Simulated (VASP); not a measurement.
# Si3Ru (Pm-3m) in VASP: single point with PBE

Aim: the single point of Si3Ru with PBE.

Everything below comes from runs of VASP 6.6.1. Logs are shortened: lines on timing, memory, paths and dates and some standing lists are left out, and cuts for length are marked.

### 1 The cell of the first run

It takes space group Pm-3m (No. 221, cubic). Conventional cell: a = 4.060 Å, b = 4.060 Å, c = 4.060 Å, α = 90.00°, β = 90.00°, γ = 90.00°. Within 2.7 Å of Si (site symmetry 4/mmm) lie 2 Ru at 2.03 Å. Ru (site symmetry m-3m) has 6 Si at 2.03 Å within 2.7 Å.

### 2 Single point, PBE

INCAR reads:

```
ALGO = Normal
EDIFF = 1E-7
ENCUT = 520
GGA = PE
ISIF = 2
ISMEAR = 0
LASPH = True
LCHARG = False
LREAL = False
LWAVE = False
NBANDS = 21
NELM = 80
PREC = Accurate
SIGMA = 0.1
```

KPOINTS reads:

```
k-points
0
Gamma
  4 4 4
```

POSCAR reads:

```
Si3Ru
1.0
    4.0599293300      0.0000000000      0.0000000000
    0.0000000000      4.0599293300      0.0000000000
    0.0000000000      0.0000000000      4.0599293300
Si Ru
3 1
Direct
    0.5000000000      0.0000000000      0.0000000000
    0.0000000000      0.5000000000      0.0000000000
    0.0000000000      0.0000000000      0.5000000000
    0.0000000000      0.0000000000      0.0000000000
```

Potentials or basis: VASP PAW PBE potentials, release 64 (Si, Ru_pv).

Command:

```
$ cat potpaw_PBE.64/Si/POTCAR potpaw_PBE.64/Ru_pv/POTCAR > POTCAR
$ mpirun -np 1 vasp_std > vasp.out
```

OUTCAR:

```text
EDIFF = 1E-7
   ENCUT = 520
   GGA = PE
   ISIF = 2
   ISMEAR = 0
   LASPH = True
   LREAL = False
   NELM = 80
   PREC = Accurate

 ion  position               nearest neighbor table
   1  0.500  0.000  0.000-   4 2.03   4 2.03   2 2.87   3 2.87   2 2.87   2 2.87   3 2.87   3 2.87
                             3 2.87   2 2.87
   2  0.000  0.500  0.000-   4 2.03   4 2.03   1 2.87   3 2.87   1 2.87   3 2.87   3 2.87   3 2.87
                             1 2.87   1 2.87
   3  0.000  0.000  0.500-   4 2.03   4 2.03   1 2.87   1 2.87   2 2.87   2 2.87   2 2.87   2 2.87
                             1 2.87   1 2.87
   4  0.000  0.000  0.000-   1 2.03   2 2.03   3 2.03   3 2.03   2 2.03   1 2.03

  LATTYP: Found a simple cubic cell.
 ALAT       =     4.0599293300

  Lattice vectors:

 A1 = (   4.0599293300,   0.0000000000,   0.0000000000)
 A2 = (   0.0000000000,   4.0599293300,   0.0000000000)
 A3 = (   0.0000000000,   0.0000000000,   4.0599293300)

Analysis of symmetry for initial positions (statically):
=====================================================================
 Subroutine PRICEL returns:
 Original cell was already a primitive cell.

 Routine SETGRP: Setting up the symmetry group for a
 simple cubic supercell.

 Subroutine GETGRP returns: Found 48 space group operations
 (whereof 48 operations were pure point group operations)
 out of a pool of 48 trial point group operations.

The static configuration has the point symmetry O_h .

Analysis of symmetry for dynamics (positions and initial velocities):
=====================================================================
 Subroutine PRICEL returns:
 Original cell was already a primitive cell.

 Routine SETGRP: Setting up the symmetry group for a
 simple cubic supercell.

 Subroutine GETGRP returns: Found 48 space group operations
 (whereof 48 operations were pure point group operations)
 out of a pool of 48 trial point group operations.

The dynamic configuration has the point symmetry O_h .

 Subroutine INISYM returns: Found 48 space group operations
 (whereof 48 operations are pure point group operations),
 and found     1 'primitive' translations

----------------------------------------------------------------------------------------

                                     Primitive cell

  volume of cell :      66.9199

  direct lattice vectors                    reciprocal lattice vectors
     4.059929330  0.000000000  0.000000000     0.246309706  0.000000000  0.000000000
     0.000000000  4.059929330  0.000000000     0.000000000  0.246309706  0.000000000
     0.000000000  0.000000000  4.059929330     0.000000000  0.000000000  0.246309706

  length of vectors
     4.059929330  4.059929330  4.059929330     0.246309706  0.246309706  0.246309706

  position of ions in fractional coordinates (direct lattice)
     0.500000000  0.000000000  0.000000000
     0.000000000  0.500000000  0.000000000
     0.000000000  0.000000000  0.500000000
     0.000000000  0.000000000  0.000000000

  ion indices of the primitive-cell ions
   primitive index   ion index
                 1           1
                 2           2
                 3           3
                 4           4

----------------------------------------------------------------------------------------

 KPOINTS: k-points

Automatic generation of k-mesh.
 Grid dimensions read from file:
 generate k-points for:    4    4    4

 Generating k-lattice:

  Cartesian coordinates                     Fractional coordinates (reciprocal lattice)
     0.061577427  0.000000000  0.000000000     0.250000000  0.000000000  0.000000000
     0.000000000  0.061577427  0.000000000     0.000000000  0.250000000  0.000000000
     0.000000000  0.000000000  0.061577427     0.000000000  0.000000000  0.250000000

  Length of vectors
     0.061577427  0.061577427  0.061577427

  Shift w.r.t. Gamma in fractional coordinates (k-lattice)
     0.000000000  0.000000000  0.000000000

 Subroutine IBZKPT returns following result:
 ===========================================

 Found     10 irreducible k-points:

 Following reciprocal coordinates:
            Coordinates               Weight
  0.000000  0.000000  0.000000      1.000000
  0.250000  0.000000  0.000000      6.000000
  0.500000  0.000000  0.000000      3.000000
  0.250000  0.250000  0.000000     12.000000
  0.500000  0.250000  0.000000     12.000000
  0.500000  0.500000  0.000000      3.000000
  0.250000  0.250000  0.250000      8.000000
  0.500000  0.250000  0.250000     12.000000
  0.500000  0.500000  0.250000      6.000000
  0.500000  0.500000  0.500000      1.000000
   k-points           NKPTS =     10   k-points in BZ     NKDIM =     10   number of bands    NBANDS=     21
   number of dos      NEDOS =    301   number of ions     NIONS =      4
   total plane-waves  NPLWV =  27000
   dimension x,y,z NGX =    30 NGY =   30 NGZ =   30
   dimension x,y,z NGXF=    60 NGYF=   60 NGZF=   60
   ions per type =               3   1
   NGX,Y,Z   is equivalent  to a cutoff of  12.28, 12.28, 12.28 a.u.
   NGXF,Y,Z  is equivalent  to a cutoff of  24.57, 24.57, 24.57 a.u.
 SYSTEM =  unknown system
   PREC   = accura    normal or accurate (medium, high low for compatibility)
   ISTART =      0    job   : 0-new  1-cont  2-samecut
   ICHARG =      2    charge: 1-file 2-atom 10-const
   ISPIN  =      1    spin polarized calculation?
   LNONCOLLINEAR =      F non collinear calculations
   LSORBIT =      F    spin-orbit coupling
   LASPH  =      T    aspherical Exc in radial PAW
   ENCUT  =  520.0 eV  38.22 Ry    6.18 a.u.   7.55  7.55  7.55*2*pi/ulx,y,z
   NELM   =     80;   NELMIN=  2; NELMDL= -5     # of ELM steps
   EDIFF  = 0.1E-06   stopping-criterion for ELM
   LREAL  =      F    real-space projection
   EDIFFG = 0.1E-05   stopping-criterion for IOM
   NSW    =      0    number of steps for IOM
   IBRION =     -1    ionic relax: 0-MD 1-quasi-New 2-CG
   NFREE  =      0    steps in history (QN), initial steepest desc. (CG)
   ISIF   =      2    stress and relaxation
   ISYM   =      2    0-nonsym 1-usesym 2-fastsym
   POTIM  = 0.5000    time-step for ionic-motion
   TEBEG  =    0.0;   TEEND  =   0.0 temperature during run
   PSTRESS=    0.0 pullay stress
   NELECT =      26.0000    total number of electrons
   NUPDOWN=      -1.0000    fix difference up-down
   EMIN   =  10.00;   EMAX   =-10.00  energy-range for DOS
   EFERMI =   0.00;   METHOD = LEGACY
   ISMEAR =     0;   SIGMA  =   0.10  broadening in eV -4-tet -1-fermi 0-gaus
   EFERMI_NEDOS =   21; number of points for ismear=-14 and -15
   IALGO  =     38    algorithm
   IMIX   =      4    mixing-type and parameters
     AMIX     =   0.40;   BMIX     =  1.00
     AMIX_MAG =   1.60;   BMIX_MAG =  1.00
  volume/ion in A,a.u.               =      16.73       112.90
  Fermi-wavevector in a.u.,A,eV,Ry     =   1.194577  2.257423 19.415706  1.427014
  Thomas-Fermi vector in A             =   2.330564
   LORBIT       =      0    0 simple, 1 ext, 2 COOP (PROOUT), +10 PAW based schemes
   GGA     = PE    functional components
   LHFCALC =     F    Hartree Fock is set to
   AEXX    =    0.0000 exact exchange contribution
   IVDW    =     0    specifies the selected vdW correction
   LEPSILON=     F    determine dielectric tensor
   LRPA    =     F    only Hartree local field effects (RPA)
 non-spin polarized calculation
 Gauss-broadening in eV      SIGMA  =   0.10
  energy-cutoff  :      520.00
  volume of cell :       66.92
 maximum number of plane-waves:      1856
   NGX = 15   NGY = 15   NGZ = 15

 number of electron      26.0000014 magnetization

 Free energy of the ion-electron system (eV)
  ---------------------------------------------------
  ext. energy  EPLUGINS =         0.00000000
  ---------------------------------------------------
  free energy    TOTEN  =       -18.22020473 eV

  energy without entropy =      -18.20553625  energy(sigma->0) =      -18.21287049

 E-fermi :   9.4129     XC(G=0): -10.5052

 val. band max:        9.3713072004   @ k =   0.5000   0.2500   0.2500
 cond. band min:       9.4990494873   @ k =   0.5000   0.5000   0.5000
 fundamental gap:      0.1277422869
 Fermi energy:         9.4129079722

 k-point     1 :       0.0000    0.0000    0.0000
  band No.  band energies     occupation
      1     -35.3878      2.00000
      2     -35.3878      2.00000
      3     -35.3878      2.00000
      4      -3.8617      2.00000
      5      -0.3948      2.00000
      6      -0.3948      2.00000
[... 13 lines left out ...]
     20      14.2076      0.00000
     21      14.2076      0.00000

 k-point     2 :       0.2500    0.0000    0.0000
  band No.  band energies     occupation
      1     -35.4011      2.00000
      2     -35.3878      2.00000
      3     -35.3878      2.00000
      4      -3.3634      2.00000
      5      -0.3002      2.00000
      6      -0.2850      2.00000
[... 13 lines left out ...]
     20      13.7410      0.00000
     21      13.7410      0.00000

 k-point     3 :       0.5000    0.0000    0.0000
  band No.  band energies     occupation
      1     -35.4145      2.00000
      2     -35.3878      2.00000
      3     -35.3878      2.00000
      4      -2.6577      2.00000
      5      -0.3315      2.00000
      6      -0.2002      2.00000
[... 13 lines left out ...]
     20      13.1547      0.00000
     21      16.9304      0.00000
[... 121 lines left out ...]
 k-point     9 :       0.5000    0.5000    0.2500
  band No.  band energies     occupation
      1     -35.4144      2.00000
      2     -35.4144      2.00000
      3     -35.4011      2.00000
      4      -0.4945      2.00000
      5       0.8009      2.00000
      6       0.8009      2.00000
[... 13 lines left out ...]
     20      16.4742      0.00000
     21      17.8391      0.00000

 k-point    10 :       0.5000    0.5000    0.5000
  band No.  band energies     occupation
      1     -35.4144      2.00000
      2     -35.4144      2.00000
      3     -35.4144      2.00000
      4       1.4565      2.00000
      5       1.4565      2.00000
      6       1.4565      2.00000
[... 13 lines left out ...]
     20      17.6236      0.00000
     21      17.6236      0.00000

------------------------ aborting loop because EDIFF is reached ----------------------------------------

  FORCE on cell =-STRESS in cart. coord.  units (eV):
  Direction    XX          YY          ZZ          XY          YZ          ZX
  --------------------------------------------------------------------------------------
  -------------------------------------------------------------------------------------
  Total       27.0874593     27.0874593     27.0874593     -0.0000000     -0.0000000     -0.0000000
  in kB      648.5200859    648.5200859    648.5200859     -0.0000000     -0.0000000     -0.0000000
  external PRESSURE =     648.5200859 kB  Pullay stress =       0.0000000 kB

 VOLUME and BASIS-vectors are now :
 -----------------------------------------------------------------------------
  energy-cutoff  :      520.00
  volume of cell :       66.92
      direct lattice vectors                 reciprocal lattice vectors
     4.059929330  0.000000000  0.000000000     0.246309706  0.000000000  0.000000000
     0.000000000  4.059929330  0.000000000     0.000000000  0.246309706  0.000000000
     0.000000000  0.000000000  4.059929330     0.000000000  0.000000000  0.246309706

 POSITION                                       TOTAL-FORCE (eV/Angst)
 -----------------------------------------------------------------------------------
      2.02996      0.00000      0.00000         0.000000      0.000000      0.000000
      0.00000      2.02996      0.00000         0.000000      0.000000      0.000000
      0.00000      0.00000      2.02996         0.000000      0.000000      0.000000
      0.00000      0.00000      0.00000         0.000000      0.000000      0.000000
 -----------------------------------------------------------------------------------
    total drift:                                0.000000      0.000000      0.000000

  FREE ENERGIE OF THE ION-ELECTRON SYSTEM (eV)
  ---------------------------------------------------
  free  energy   TOTEN  =       -18.2202047348 eV

  energy  without entropy=      -18.2055362510  energy(sigma->0) =      -18.21287049
```

Wall time 14 s (1 thread of Intel Xeon 6975P-C, shared host); peak memory 0.17 GiB.

What came out:

```
Free energy            : -18.2202 eV
Pressure               : 64.9 GPa
Band gap on the k mesh : zero (band 13 reaches 9.70 eV, above the bottom of band 14 at 9.37 eV)
```

Levels at points of the mesh, in eV from the Fermi level:
| k point | band 10 | band 11 | band 12 | band 13 | band 14 | band 15 | band 16 | band 17 |
| --- | --- | --- | --- | --- | --- | --- | --- | --- |
| (0.00, 0.00, 0.00) | -4.21 | -4.21 | -4.21 | 0.28 | 0.28 | 1.49 | 1.49 | 1.49 |
| (0.50, 0.00, 0.00) | -5.58 | -2.96 | -2.96 | -1.21 | 0.41 | 1.67 | 2.29 | 2.64 |
| (0.50, 0.50, 0.00) | -6.46 | -6.46 | -1.08 | -0.48 | 0.09 | 0.09 | 3.15 | 3.15 |
| (0.50, 0.50, 0.50) | -7.19 | -7.19 | -7.08 | 0.09 | 0.09 | 0.09 | 0.35 | 6.40 |

Caveat: the k points lie up to 0.39 Å⁻¹ apart.
